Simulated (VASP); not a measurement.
Crystal: Fe.

```
Fe
1.0
    -1.43142    1.43142    1.43142
     1.43142   -1.43142    1.43142
     1.43142    1.43142   -1.43142
Fe
1
Direct
  0.00000 0.00000 0.00000
```

Base run:

| Item | Value |
| --- | --- |
| Program | VASP 6.6.1 |
| Functional | r2SCAN |
| Potentials or basis | VASP PAW PBE potentials, release 64 (Fe) |
| Cutoff | 520 eV |
| k mesh | 15 × 15 × 15 |
| Occupations | fermi-dirac, width 0.1 eV |
| Spin | collinear spin, ferromagnetic start |
| Starting moments | [4.0] μB |

Its results: pressure 0.4 GPa; site moments Fe +2.73 μB.

Problem. The run is repeated on the same cell with these changes: moments at the start from [4.0] to [1.2]; fixed moment from none to 1.2 μB. What comes out?

Solution. Pressure -21.0 GPa; site moments Fe +1.26 μB.

Caveats: the PAW data sets were made with another functional, which shifts forces and pressure a little; the total moment is fixed, so each spin has its own Fermi level (some runs).
